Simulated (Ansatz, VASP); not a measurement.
Sc2Al in VASP and in Ansatz

File INCAR:

```
SYSTEM = Sc2Al
ALGO = Normal
EDIFF = 1E-6
ENCUT = 520
GGA = CA
ISIF = 2
ISMEAR = -1
LASPH = .True.
LCHARG = .False.
LREAL = .False.
LWAVE = .False.
NBANDS = 34
NELM = 100
PREC = Accurate
SIGMA = 0.1
```

KPOINTS

```
k-points
0
Gamma
  6 6 4
  0 0 0
```

POSCAR

```
Sc2Al
1.0
    4.8487277258      0.0000000000      0.0000000000
   -2.4243688181      4.1991267869      0.0000000000
    0.0000000000      0.0000000000      6.1061576509
Sc Al
4 2
Direct
    0.0000000000      0.0000000000      0.0000000000
    0.0000000000      0.0000000000      0.5000000000
    0.3333333333      0.6666666667      0.7500000000
    0.6666666667      0.3333333333      0.2500000000
    0.3333333333      0.6666666667      0.2500000000
    0.6666666667      0.3333333333      0.7500000000
```

Input for Ansatz:

```yaml
crystal:
  lattice:
    - [4.848727725832454, 0.0, 0.0]
    - [-2.4243688180707617, 4.199126786920777, 0.0]
    - [0.0, 0.0, 6.106157650926314]
  atoms:
    - { symbol: Sc, position: [0.0, 0.0, 0.0] }
    - { symbol: Sc, position: [0.0, 0.0, 0.5] }
    - { symbol: Sc, position: [0.3333333333333333, 0.6666666666666666, 0.75] }
    - { symbol: Sc, position: [0.6666666666666666, 0.3333333333333333, 0.25] }
    - { symbol: Al, position: [0.3333333333333333, 0.6666666666666666, 0.25] }
    - { symbol: Al, position: [0.6666666666666666, 0.3333333333333333, 0.75] }
basis:
  ecutwfc: 571.4391111657479
kpoints:
  mp_grid:
    grid: [6, 6, 4]
hamiltonian:
  xc: lda
scf:
  convergence:
    dr2_threshold: 1.0e-09
  occupations:
    method: fermi_dirac
    width: 0.1
output:
  stress: true
```

Alike in both runs: task single point; functional LDA; k mesh 6 × 6 × 4; occupations fermi-dirac, width 0.1 eV; no spin polarisation.

|  | VASP | Ansatz |
| --- | --- | --- |
| version | VASP 6.6.1 | Ansatz 0.2.0 |
| potentials or method | VASP PAW LDA potentials, release 64 (Sc_sv, Al), cutoff 520 eV | plane waves, PAW |
| valence electrons in the cell | 50 | 50 |

```csv
,VASP,Ansatz,Ansatz less VASP
pressure (GPa),-2.6,-2.8,-0.15
"traceless stress, the component that is largest in VASP (GPa)",-0.11,-0.09,+0.025
```

LDA's correlation is that of Perdew and Zunger in VASP and of Perdew and Wang (1992) in Ansatz. Ansatz's warnings: stress scf threshold loose, structure snapped to symmetry.
